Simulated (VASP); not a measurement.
# Ti (I4_1/amd) in VASP: relaxation of cell and atoms with LDA

Aim: the relaxation of cell and atoms of Ti with LDA.

Everything below comes from runs of VASP 6.6.1. Logs are shortened: lines on timing, memory, paths and dates and some standing lists are left out, and cuts for length are marked.

## Step 1: The cell of the first run

It takes space group I4_1/amd (No. 141, tetragonal). Conventional cell: a = 4.592 Å, b = 4.592 Å, c = 2.662 Å, α = 90.00°, β = 90.00°, γ = 90.00°. Within 3.2 Å of Ti (site symmetry -4m2) lie 10 Ti at 2.39 to 3.04 Å.

## Step 2: Relaxation of cell and atoms, LDA, target pressure 17 GPa, at which the enthalpy is minimised

Contents of INCAR:

```
SYSTEM = Ti
PREC     = Accurate       ! precision mode
ENCUT    = 600            ! plane-wave cutoff, eV
EDIFF    = 1E-6           ! SCF threshold, eV
ISMEAR   = -1             ! smearing method
SIGMA    = 0.05           ! smearing width, eV
LREAL    = .FALSE.        ! projectors in reciprocal space
LASPH    = .TRUE.         ! aspherical terms in the spheres
NELM     = 100            ! most SCF steps
ALGO     = Normal         ! electronic algorithm
ISIF     = 3              ! what is computed and relaxed
LWAVE    = .FALSE.        ! write WAVECAR
LCHARG   = .FALSE.        ! write CHGCAR
IBRION   = 2              ! ionic algorithm
NSW      = 32             ! ionic steps
EDIFFG   = -0.005         ! ionic threshold
PSTRESS  = 170.0
```

Contents of KPOINTS:

```
regular mesh
0
G
  17 17 17
  0 0 0
```

Contents of POSCAR:

```
Ti
1.0
   -2.2961659539      2.2961659539      1.3311308057
    2.2961659539     -2.2961659539      1.3311308057
    2.2961659539      2.2961659539     -1.3311308057
Ti
2
Direct
   -0.3750000000     -0.1250000000     -0.2500000000
    0.3750000000      0.1250000000      0.2500000000
```

Potentials or basis: VASP PAW LDA potentials, release 64 (Ti_sv).

Command:

```sh
$ cat potpaw_LDA.64/Ti_sv/POTCAR > POTCAR
$ mpirun -np 1 vasp_std > vasp.out
```

OUTCAR:

```text
SYSTEM = Ti
   PREC = Accurate
   ENCUT = 600
   EDIFF = 1E-6
   ISMEAR = -1
   LREAL = .FALSE.
   LASPH = .TRUE.
   NELM = 100
   ISIF = 3
   IBRION = 2
   NSW = 32
   EDIFFG = -0.005
   PSTRESS = 170.0

 ion  position               nearest neighbor table
   1  0.625  0.875  0.750-   2 2.39   2 2.39   2 2.39   2 2.39
   2  0.375  0.125  0.250-   1 2.39   1 2.39   1 2.39   1 2.39

  LATTYP: Found a body centered tetragonal cell.
 ALAT       =     4.5923319078
 C/A-ratio  =     0.5797189020

  Lattice vectors:

 A1 = (  -2.2961659539,   2.2961659539,   1.3311308057)
 A2 = (   2.2961659539,  -2.2961659539,   1.3311308057)
 A3 = (   2.2961659539,   2.2961659539,  -1.3311308057)

Analysis of symmetry for initial positions (statically):
=====================================================================
 Subroutine PRICEL returns:
 Original cell was already a primitive cell.

 Routine SETGRP: Setting up the symmetry group for a
 body centered tetragonal supercell.

 Subroutine GETGRP returns: Found 16 space group operations
 (whereof  4 operations were pure point group operations)
 out of a pool of 16 trial point group operations.

The static configuration has the point symmetry C_2h.
 The point group associated with its full space group is D_4h.

Analysis of symmetry for dynamics (positions and initial velocities):
=====================================================================
 Subroutine PRICEL returns:
 Original cell was already a primitive cell.

 Routine SETGRP: Setting up the symmetry group for a
 body centered tetragonal supercell.

 Subroutine GETGRP returns: Found 16 space group operations
 (whereof  4 operations were pure point group operations)
 out of a pool of 16 trial point group operations.

The dynamic configuration has the point symmetry C_2h.
 The point group associated with its full space group is D_4h.

 Subroutine INISYM returns: Found 16 space group operations
 (whereof  4 operations are pure point group operations),
 and found     1 'primitive' translations

----------------------------------------------------------------------------------------

                                     Primitive cell

  volume of cell :      28.0729

  direct lattice vectors                    reciprocal lattice vectors
    -2.296165954  2.296165954  1.331130806     0.000000000  0.217754296  0.375620486
     2.296165954 -2.296165954  1.331130806     0.217754296  0.000000000  0.375620486
     2.296165954  2.296165954 -1.331130806     0.217754296  0.217754296  0.000000000

[... 86 lines left out ...]
   NSW    =     32    number of steps for IOM
   IBRION =      2    ionic relax: 0-MD 1-quasi-New 2-CG
   NFREE  =      1    steps in history (QN), initial steepest desc. (CG)
   ISIF   =      3    stress and relaxation
   ISYM   =      2    0-nonsym 1-usesym 2-fastsym
   POTIM  = 0.5000    time-step for ionic-motion
   TEBEG  =    0.0;   TEEND  =   0.0 temperature during run
   PSTRESS=  170.0 pullay stress
   NELECT =      24.0000    total number of electrons
   NUPDOWN=      -1.0000    fix difference up-down
   EMIN   =  10.00;   EMAX   =-10.00  energy-range for DOS
   EFERMI =   0.00;   METHOD = LEGACY
   ISMEAR =    -1;   SIGMA  =   0.05  broadening in eV -4-tet -1-fermi 0-gaus
   EFERMI_NEDOS =   21; number of points for ismear=-14 and -15
   IALGO  =     38    algorithm
   IMIX   =      4    mixing-type and parameters
     AMIX     =   0.40;   BMIX     =  1.00
     AMIX_MAG =   1.60;   BMIX_MAG =  1.00
  volume/ion in A,a.u.               =      14.04        94.72
  Fermi-wavevector in a.u.,A,eV,Ry     =   1.553756  2.936173 32.846610  2.414158
  Thomas-Fermi vector in A             =   2.657941
   LORBIT       =      0    0 simple, 1 ext, 2 COOP (PROOUT), +10 PAW based schemes
   GGA     = CA    functional components
   LHFCALC =     F    Hartree Fock is set to
   AEXX    =    0.0000 exact exchange contribution
   IVDW    =     0    specifies the selected vdW correction
   LEPSILON=     F    determine dielectric tensor
   LRPA    =     F    only Hartree local field effects (RPA)
 conjugate gradient relaxation of ions
 non-spin polarized calculation
  energy-cutoff  :      600.00
  volume of cell :       28.07
 maximum number of plane-waves:       955
   NGX = 15   NGY = 15   NGZ = 15

--------------------------------------- Ionic step        1  -------------------------------------------

 number of electron      24.0000000 magnetization

 Free energy of the ion-electron system (eV)
  ---------------------------------------------------
  ext. energy  EPLUGINS =         0.00000000
  ---------------------------------------------------
  free energy    TOTEN  =       -16.16718609 eV

  energy without entropy =      -16.14316106  energy(sigma->0) =      -16.15517358

------------------------ aborting loop because EDIFF is reached ----------------------------------------

  FORCE on cell =-STRESS in cart. coord.  units (eV):
  Direction    XX          YY          ZZ          XY          YZ          ZX
  --------------------------------------------------------------------------------------
  -------------------------------------------------------------------------------------
  Total        3.0288912      3.0288912      2.9549110     -0.0000000      0.0000000      0.0000000
  in kB      172.8649633    172.8649633    168.6427644     -0.0000000      0.0000000      0.0000000
  external PRESSURE =       1.4575637 kB  Pullay stress =     170.0000000 kB
[... 291 lines left out ...]
--------------------------------------- Ionic step        9  -------------------------------------------

 number of electron      23.9999999 magnetization

 Free energy of the ion-electron system (eV)
  ---------------------------------------------------
  ext. energy  EPLUGINS =         0.00000000
  ---------------------------------------------------
  free energy    TOTEN  =       -16.16919108 eV

  energy without entropy =      -16.14505538  energy(sigma->0) =      -16.15712323

 E-fermi :  10.1151     XC(G=0): -12.7891

 val. band max:       10.1129509267   @ k =  -0.0588   0.3529   0.0588
 cond. band min:      10.1179578435   @ k =   0.4118   0.1176   0.0000
 fundamental gap:      0.0050069167
 Fermi energy:        10.1150916875

 k-point     1 :       0.0000    0.0000    0.0000
  band No.  band energies     occupation
      1     -45.5378      2.00000
      2     -44.8031      2.00000
      3     -22.6556      2.00000
      4     -22.6556      2.00000
      5     -21.3566      2.00000
      6     -21.3292      2.00000
[... 433 lines left out ...]
      3     -22.6503      2.00000
      4     -22.6032      2.00000
      5     -21.4176      2.00000
      6     -21.3582      2.00000
[... 8 lines left out ...]
     15      12.5849      0.00000
     16      13.4015      0.00000

 [... further k-points ...]
[... 5 lines left out ...]
  --------------------------------------------------------------------------------------
  -------------------------------------------------------------------------------------
  Total        2.9799123      2.9799123      2.9847738     -0.0000000     -0.0000000      0.0000000
  in kB      169.9589994    169.9589994    170.2362721     -0.0000000     -0.0000000      0.0000000
  external PRESSURE =       0.0514237 kB  Pullay stress =     170.0000000 kB
[... 21 lines left out ...]
  energy  without entropy=      -16.1450553810  energy(sigma->0) =      -16.15712323

  enthalpy is  TOTEN    =       -13.1885598885 eV   P V=        2.9806311950

 reached required accuracy - stopping structural energy minimisation
```

CONTCAR:

```text
Ti
   1.00000000000000
    -2.2986959748607281    2.2986959748607281    1.3290668976893734
     2.2986959748607281   -2.2986959748607281    1.3290668976893734
     2.2986959748607281    2.2986959748607281   -1.3290668976893734
  Ti
     2
Direct
     0.6250000000000000    0.8750000000000000    0.7500000000000000
     0.3750000000000000    0.1250000000000000    0.2500000000000000

  0.00000000E+00  0.00000000E+00  0.00000000E+00
  0.00000000E+00  0.00000000E+00  0.00000000E+00
```

Wall time 13 min (1 thread of Intel Xeon Platinum 8259CL at 2.50GHz (Skylake/Cascade Lake), shared host); peak memory 0.3 GiB.

Results:

| Item | Value |
| --- | --- |
| Free energy | -16.1692 eV |
| Relaxed volume | 14.05 Å³/atom |
| Relaxed cell | a = 3.512 Å, b = 3.512 Å, c = 3.512 Å, α = 98.23°, β = 98.23°, γ = 135.53° |
| Space group after relaxing (to 0.1 Å) | I4_1/amd (No. 141) |
| Energy change on relaxing (the run minimises the enthalpy) | -1.0 meV/atom |
| Ionic steps | 9 |
| Pressure after relaxing | 17.0 GPa |
| Band gap on the k mesh | zero (bands 12 and 13 overlap by 1.13 eV) |

The path:
```tsv
step	energy change (eV)	largest force (eV/Å)	pressure (GPa)	volume (Å³)
1	0.0000	0.0000	17.15	28.07
2	-0.0055	0.0000	16.87	28.12
3	-0.0044	0.0000	16.75	28.11
4	-0.0031	0.0000	16.92	28.10
5	-0.0035	0.0000	16.96	28.11
6	-0.0039	0.0000	16.94	28.11
7	-0.0041	0.0000	16.89	28.11
8	-0.0042	0.0000	16.91	28.11
9	-0.0020	0.0000	17.01	28.09
```

Final structure:
```
Ti
1.0
    -2.29870    2.29870    1.32907
     2.29870   -2.29870    1.32907
     2.29870    2.29870   -1.32907
Ti
2
Direct
  0.62500 0.87500 0.75000
  0.37500 0.12500 0.25000
```

Levels at points of the mesh, in eV from the Fermi level:
```
           k point  band 8  band 9  band 10  band 11  band 12  band 13  band 14  band 15  band 16
(0.00, 0.00, 0.00)  -31.23   -5.94    -3.55    -1.15    -0.50     0.38     2.85     2.85     2.93
```

Caveat: the cell is relaxed towards a set pressure, so the run minimises the enthalpy, not the energy.
